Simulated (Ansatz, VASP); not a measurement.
## Two plane-wave programs on Te2Mo

File INCAR:

```
SYSTEM = Te2Mo
ALGO = Normal ; EDIFF = 1E-6
ENCUT = 520 ; GGA = PS
ISIF = 2 ; ISMEAR = 1
LASPH = .TRUE. ; LCHARG = .TRUE.
LELF = .TRUE. ; LREAL = .FALSE.
LVHAR = .TRUE. ; LWAVE = .FALSE.
NBANDS = 35 ; NELM = 80
PREC = Accurate ; SIGMA = 0.1
```

The input KPOINTS:

```
k-points
0
G
  5 5 1
  0 0 0
```

File POSCAR:

```
Te2Mo
1.0
    3.5182000000      0.0000000000      0.0000000000
   -1.7591000000      3.0468510000      0.0000000000
    0.0000000000      0.0000000000     13.9736000000
Te Mo
4 2
Direct
    0.3333333333      0.6666666667      0.6210000000
    0.6666666667      0.3333333333      0.1210000000
    0.3333333333      0.6666666667      0.8790000000
    0.6666666667      0.3333333333      0.3790000000
    0.3333333333      0.6666666667      0.2500000000
    0.6666666667      0.3333333333      0.7500000000
```

Input for Ansatz:

```yaml
crystal:
  lattice:
    - [3.5182, 0.0, 0.0]
    - [-1.7591, 3.046851, 0.0]
    - [0.0, 0.0, 13.9736]
  atoms:
    - { symbol: Te, position: [0.3333333333333333, 0.6666666666666666, 0.621] }
    - { symbol: Te, position: [0.6666666666666666, 0.3333333333333333, 0.121] }
    - { symbol: Te, position: [0.3333333333333333, 0.6666666666666666, 0.879] }
    - { symbol: Te, position: [0.6666666666666666, 0.3333333333333333, 0.379] }
    - { symbol: Mo, position: [0.3333333333333333, 0.6666666666666666, 0.25] }
    - { symbol: Mo, position: [0.6666666666666666, 0.3333333333333333, 0.75] }
basis:
  ecutwfc: 550.0
kpoints:
  mp_grid:
    grid: [5, 5, 1]
hamiltonian:
  xc: pbesol
  pseudopotentials:
    kind: paw
scf:
  occupations:
    method: methfessel_paxton
    width: 0.1
output:
  forces: true
  stress: true
```

Alike in both runs: task single point; functional PBEsol; k mesh 5 × 5 × 1; occupations methfessel-paxton of order 1, width 0.1 eV; no spin polarisation.

|  | VASP | Ansatz |
| --- | --- | --- |
| version | VASP 6.6.1 | Ansatz 0.2.0 |
| potentials or method | VASP PAW PBE potentials, release 64 (Te, Mo_sv), cutoff 520 eV | plane waves, PAW |
| valence electrons in the cell | 52 | 92 |

VASP gave:

| Quantity | Value |
| --- | --- |
| pressure (GPa) | -0.8 |
| traceless stress, the component that is largest in VASP (GPa) | 0.58 |
| rms of the force components (eV/Å) | 0.048 |

Problem. Estimate Ansatz's values.

Solution. Pressure (GPa): -0.9; traceless stress, the component that is largest in VASP (GPa): 0.51; rms of the force components (eV/Å): 0.063.

VASP's potentials were made for PBE, not for PBEsol. Atom by atom the forces differ by 0.015 eV/Å (rms over components). The functional is the same, so the differences come from potentials, cutoffs and numerics. VASP's potentials hold 52 valence electrons a cell and Ansatz's 92, so a difference there can come from the potentials and not from the codes.

The k mesh is coarse, so the values compare programs but aren't converged. Spin-orbit coupling is off throughout.
